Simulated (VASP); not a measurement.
The system is Nb.

```
Nb
1.0
     0.00000    2.11500    2.11500
     2.11500    0.00000    2.11500
     2.11500    2.11500    0.00000
Nb
1
Direct
  0.00000 0.00000 0.00000
```

- Program: VASP 6.6.1
- Task: relaxation of cell and atoms
- Functional: PBEsol
- Potentials or basis: VASP PAW PBE potentials, release 64 (Nb_sv)
- Cutoff: 600 eV
- k mesh: 9 × 9 × 9
- Occupations: fermi-dirac, width 0.05 eV
- Spin: no spin polarisation

At the start: pressure -6.1 GPa; volume 18.92 Å³/atom.

Q: How do energy, volume and symmetry change on relaxing?

A: Over 3 steps the energy falls by 13.4 meV/atom and the volume is 18.25 Å³/atom (-3.5 %); space group Fm-3m (No. 225, to 0.05 Å).

The path:
```
step  energy change (eV)  largest force (eV/Å)  pressure (GPa)  volume (Å³)
   1              0.0000                0.0000           -6.11        18.92
   2              0.0351                0.0000           13.28        17.01
   3             -0.0134                0.0000           -0.19        18.25
```

Final structure:
```yaml
crystal:
  lattice:
    - [0.00000, 2.08973, 2.08973]
    - [2.08973, 0.00000, 2.08973]
    - [2.08973, 2.08973, 0.00000]
  atoms:
    - { symbol: Nb, position: [0.00000, 0.00000, 0.00000] }
```

Caveat: the PAW data sets were made with another functional, which shifts forces and pressure a little.
